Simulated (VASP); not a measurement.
# AlP (F-43m) in VASP: single point with PBE

Aim: the single point of AlP with PBE.

All numbers are computed with VASP 6.6.1; they aren't measurements. Logs are shortened: lines on timing, memory, paths and dates and some standing lists are left out, and cuts for length are marked.

## (1) The cell of the first run

Symmetry: F-43m, No. 216, cubic system. Conventional cell: a = 5.451 Å, b = 5.451 Å, c = 5.451 Å, α = 90.00°, β = 90.00°, γ = 90.00°. Within 3.1 Å of Al (site symmetry -43m) lie 4 P at 2.36 Å. Within 3.1 Å of P (site symmetry -43m) lie 4 Al at 2.36 Å.

## (2) Single point, PBE

INCAR

```
SYSTEM = AlP
PREC     = Accurate       ! precision mode
ENCUT    = 500            ! plane-wave cutoff, eV
EDIFF    = 1E-6           ! SCF threshold, eV
ISMEAR   = 0              ! smearing method
SIGMA    = 0.01           ! smearing width, eV
LREAL    = .FALSE.        ! projectors in reciprocal space
LASPH    = .TRUE.         ! aspherical terms in the spheres
NELM     = 120            ! most SCF steps
ALGO     = Normal         ! electronic algorithm
ISIF     = 2              ! what is computed and relaxed
LWAVE    = .FALSE.        ! write WAVECAR
LCHARG   = .FALSE.        ! write CHGCAR
GGA      = PE             ! functional
NBANDS   = 11             ! bands
GGA_COMPAT= .FALSE.
```

KPOINTS

```
regular mesh
0
G
  4 4 4
  0 0 0
```

POSCAR

```
AlP
1.0
    0.0000000000      2.7255000000      2.7255000000
    2.7255000000      0.0000000000      2.7255000000
    2.7255000000      2.7255000000      0.0000000000
Al P
1 1
Direct
    0.0000000000      0.0000000000      0.0000000000
    0.7500000000      0.7500000000      0.7500000000
```

Potentials or basis: VASP PAW PBE potentials, release 64 (Al, P).

The run is started by

```
> cat potpaw_PBE.64/Al/POTCAR potpaw_PBE.64/P/POTCAR > POTCAR
> mpirun -np 1 vasp_std > vasp.out
```

OUTCAR:

```text
SYSTEM = AlP
   PREC = Accurate
   ENCUT = 500
   EDIFF = 1E-6
   ISMEAR = 0
   LREAL = .FALSE.
   LASPH = .TRUE.
   NELM = 120
   ISIF = 2
   GGA = PE

 ion  position               nearest neighbor table
   1  0.000  0.000  0.000-   2 2.36   2 2.36   2 2.36   2 2.36
   2  0.750  0.750  0.750-   1 2.36   1 2.36   1 2.36   1 2.36

  LATTYP: Found a face centered cubic cell.
 ALAT       =     5.4510000000

  Lattice vectors:

 A1 = (   0.0000000000,   2.7255000000,   2.7255000000)
 A2 = (   2.7255000000,   0.0000000000,   2.7255000000)
 A3 = (   2.7255000000,   2.7255000000,   0.0000000000)

Analysis of symmetry for initial positions (statically):
=====================================================================
 Subroutine PRICEL returns:
 Original cell was already a primitive cell.

 Routine SETGRP: Setting up the symmetry group for a
 face centered cubic supercell.

 Subroutine GETGRP returns: Found 24 space group operations
 (whereof 24 operations were pure point group operations)
 out of a pool of 48 trial point group operations.

The static configuration has the point symmetry T_d .

Analysis of symmetry for dynamics (positions and initial velocities):
=====================================================================
 Subroutine PRICEL returns:
 Original cell was already a primitive cell.

 Routine SETGRP: Setting up the symmetry group for a
 face centered cubic supercell.

 Subroutine GETGRP returns: Found 24 space group operations
 (whereof 24 operations were pure point group operations)
 out of a pool of 48 trial point group operations.

The dynamic configuration has the point symmetry T_d .

 Subroutine INISYM returns: Found 24 space group operations
 (whereof 24 operations are pure point group operations),
 and found     1 'primitive' translations

----------------------------------------------------------------------------------------

                                     Primitive cell

  volume of cell :      40.4919

  direct lattice vectors                    reciprocal lattice vectors
     0.000000000  2.725500000  2.725500000    -0.183452578  0.183452578  0.183452578
     2.725500000  0.000000000  2.725500000     0.183452578 -0.183452578  0.183452578
     2.725500000  2.725500000  0.000000000     0.183452578  0.183452578 -0.183452578

  length of vectors
     3.854439064  3.854439064  3.854439064     0.317749185  0.317749185  0.317749185

  position of ions in fractional coordinates (direct lattice)
     0.000000000  0.000000000  0.000000000
[... 68 lines left out ...]
   ISYM   =      2    0-nonsym 1-usesym 2-fastsym
   POTIM  = 0.5000    time-step for ionic-motion
   TEBEG  =    0.0;   TEEND  =   0.0 temperature during run
   PSTRESS=    0.0 pullay stress
   NELECT =       8.0000    total number of electrons
   NUPDOWN=      -1.0000    fix difference up-down
   EMIN   =  10.00;   EMAX   =-10.00  energy-range for DOS
   EFERMI =   0.00;   METHOD = LEGACY
   ISMEAR =     0;   SIGMA  =   0.01  broadening in eV -4-tet -1-fermi 0-gaus
   EFERMI_NEDOS =   21; number of points for ismear=-14 and -15
   IALGO  =     38    algorithm
   IMIX   =      4    mixing-type and parameters
     AMIX     =   0.40;   BMIX     =  1.00
     AMIX_MAG =   1.60;   BMIX_MAG =  1.00
  volume/ion in A,a.u.               =      20.25       136.63
  Fermi-wavevector in a.u.,A,eV,Ry     =   0.953488  1.801831 12.369596  0.909140
  Thomas-Fermi vector in A             =   2.082148
   LORBIT       =      0    0 simple, 1 ext, 2 COOP (PROOUT), +10 PAW based schemes
   GGA     = PE    functional components
   LHFCALC =     F    Hartree Fock is set to
   AEXX    =    0.0000 exact exchange contribution
   IVDW    =     0    specifies the selected vdW correction
   LEPSILON=     F    determine dielectric tensor
   LRPA    =     F    only Hartree local field effects (RPA)
 non-spin polarized calculation
 Gauss-broadening in eV      SIGMA  =   0.01
  energy-cutoff  :      500.00
  volume of cell :       40.49
 maximum number of plane-waves:      1056
   NGX = 13   NGY = 13   NGZ = 13

 number of electron       8.0000000 magnetization

 Free energy of the ion-electron system (eV)
  ---------------------------------------------------
  ext. energy  EPLUGINS =         0.00000000
  ---------------------------------------------------
  free energy    TOTEN  =       -10.27060836 eV

  energy without entropy =      -10.27060836  energy(sigma->0) =      -10.27060836

 E-fermi :   4.7078     XC(G=0):  -9.2111

 val. band max:        4.6644293059   @ k =   0.0000   0.0000   0.0000
 cond. band min:       6.2095409840   @ k =   0.5000   0.5000   0.0000
 fundamental gap:      1.5451116781
 Fermi energy:         4.7077575685

 k-point     1 :       0.0000    0.0000    0.0000
  band No.  band energies     occupation
      1      -6.8746      2.00000
      2       4.6644      2.00000
      3       4.6644      2.00000
      4       4.6644      2.00000
      5       8.0069      0.00000
      6       9.2078      0.00000
      7       9.2078      0.00000
      8       9.2078      0.00000
      9      13.4828      0.00000
     10      13.4828      0.00000
     11      14.9705      0.00000
[... 85 lines left out ...]
 k-point     8 :      -0.2500    0.5000    0.2500
  band No.  band energies     occupation
      1      -4.4533      2.00000
      2      -0.2844      2.00000
      3       1.4638      2.00000
      4       1.8214      2.00000
      5       8.9759      0.00000
      6      10.6169      0.00000
      7      10.7976      0.00000
      8      11.0415      0.00000
      9      15.9771      0.00000
     10      16.6379      0.00000
     11      18.0098      0.00000

------------------------ aborting loop because EDIFF is reached ----------------------------------------

  FORCE on cell =-STRESS in cart. coord.  units (eV):
  Direction    XX          YY          ZZ          XY          YZ          ZX
  --------------------------------------------------------------------------------------
  -------------------------------------------------------------------------------------
  Total        0.7736445      0.7736445      0.7736445     -0.0000000     -0.0000000     -0.0000000
  in kB       30.6114177     30.6114177     30.6114177     -0.0000000     -0.0000000     -0.0000000
  external PRESSURE =      30.6114177 kB  Pullay stress =       0.0000000 kB

 VOLUME and BASIS-vectors are now :
 -----------------------------------------------------------------------------
  energy-cutoff  :      500.00
  volume of cell :       40.49
      direct lattice vectors                 reciprocal lattice vectors
     0.000000000  2.725500000  2.725500000    -0.183452578  0.183452578  0.183452578
     2.725500000  0.000000000  2.725500000     0.183452578 -0.183452578  0.183452578
     2.725500000  2.725500000  0.000000000     0.183452578  0.183452578 -0.183452578

 POSITION                                       TOTAL-FORCE (eV/Angst)
 -----------------------------------------------------------------------------------
      0.00000      0.00000      0.00000        -0.000000     -0.000000     -0.000000
      4.08825      4.08825      4.08825         0.000000      0.000000      0.000000
 -----------------------------------------------------------------------------------
    total drift:                                0.000000      0.000000      0.000000

  FREE ENERGIE OF THE ION-ELECTRON SYSTEM (eV)
  ---------------------------------------------------
  free  energy   TOTEN  =       -10.2706083553 eV

  energy  without entropy=      -10.2706083553  energy(sigma->0) =      -10.27060836
```

stdout:

```text
POSCAR found type information on POSCAR AlP
 POSCAR found :  2 types and       2 ions
 scaLAPACK will be used
 LDA part: xc-table for (Slater+PW92), standard interpolation
 POSCAR, INCAR and KPOINTS ok, starting setup
 FFT: planning ... GRIDC
 FFT: planning ... GRID_SOFT
 FFT: planning ... GRID
 WAVECAR not read
 entering main loop
```

It took 3.4 s on 1 thread of AMD EPYC 7R13 (Zen 3), shared host; peak memory 0.11 GiB.

What came out:

- Free energy: -10.2706 eV
- Pressure: 3.1 GPa
- Band gap on the k mesh: 1.55 eV (least direct gap 3.34 eV)

Levels at points of the mesh, in eV from the valence-band top:
| k point | band 1 | band 2 | band 3 | band 4 | band 5 | band 6 | band 7 | band 8 |
| --- | --- | --- | --- | --- | --- | --- | --- | --- |
| (0.00, 0.00, 0.00) | -11.54 | 0.00 | 0.00 | 0.00 | 3.34 | 4.54 | 4.54 | 4.54 |
| (0.50, 0.00, 0.00) | -9.84 | -5.57 | -0.77 | -0.77 | 2.82 | 4.80 | 4.80 | 8.27 |
| (0.50, 0.50, 0.00) | -9.17 | -5.34 | -2.12 | -2.12 | 1.55 | 2.44 | 11.10 | 11.10 |

Caveat: the k points lie up to 0.50 Å⁻¹ apart. A k mesh can miss the band edges.
